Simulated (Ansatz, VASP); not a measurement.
One calculation of C, two programs

Contents of INCAR:

```
SYSTEM = C
PREC = Accurate
ENCUT = 520
EDIFF = 1E-6
ISMEAR = 0
SIGMA = 0.05
LREAL = .FALSE.
LASPH = .TRUE.
NELM = 80
ALGO = Normal
ISIF = 2
LWAVE = .FALSE.
LCHARG = .FALSE.
GGA = PS
IVDW = 12
NBANDS = 11
```

File KPOINTS:

```
regular mesh
0
G
  15 15 15
  0 0 0
```

The input POSCAR:

```
C
1.0
    1.2290461105      0.7095901028      3.2829684898
   -1.2290461105      0.7095901028      3.2829684898
    0.0000000000     -1.4191802055      3.2829684898
C
2
Direct
    0.1715318104      0.1715318104      0.1856244534
    0.8284681896      0.8284681896      0.8143755466
```

Input for Ansatz:

```yaml
crystal:
  lattice:
    - [1.2290461105, 0.7095901028, 3.2829684898]
    - [-1.2290461105, 0.7095901028, 3.2829684898]
    - [0.0, -1.4191802055, 3.2829684898]
  atoms:
    - { symbol: C, position: [0.1715318104, 0.1715318104, 0.1856244534] }
    - { symbol: C, position: [0.8284681896, 0.8284681896, 0.8143755466] }
basis:
  ecutwfc: 520.0
kpoints:
  mp_grid: { grid: [15, 15, 15] }
hamiltonian:
  xc: pbesol
  pseudopotentials: { kind: paw, azcp: { folder: soft_1 } }
  dispersion: d3bj
scf:
  occupations: { method: gaussian, width: 0.05 }
output:
  forces: true
  stress: true
  eigenvalues: true
```

Change from the starting cell: mode 4 frozen in at +0.095 Å and mode 6 at -0.020 Å (largest displacements).

Alike in both runs: task single point; functional PBEsol; dispersion D3(BJ); k mesh 15 × 15 × 15; occupations gaussian, width 0.05 eV; no spin polarisation.

|  | VASP | Ansatz |
| --- | --- | --- |
| version | VASP 6.6.1 | Ansatz 0.2.0 |
| potentials or method | VASP PAW PBE potentials, release 64 (C), cutoff 520 eV | scalar-relativistic, plane waves, PAW |
| valence electrons in the cell | 8 | 8 |

Ansatz gave:

```
gap on the k mesh at the Fermi level (eV)                     : 0.08
least direct gap on the mesh (eV)                             : 0.08
pressure (GPa)                                                : -1.5
traceless stress, the component that is largest in VASP (GPa) : 5.85
rms of the force components (eV/Å)                            : 2.189
```

Which values does VASP return?

gap on the k mesh at the Fermi level (eV): 0.08; least direct gap on the mesh (eV): 0.08; pressure (GPa): -0.7; traceless stress, the component that is largest in VASP (GPa): 6.35; rms of the force components (eV/Å): 2.183.

VASP's potentials were made for PBE, not for PBEsol, and Ansatz warns of the same on its side. Atom by atom the forces differ by 0.012 eV/Å (rms over components).
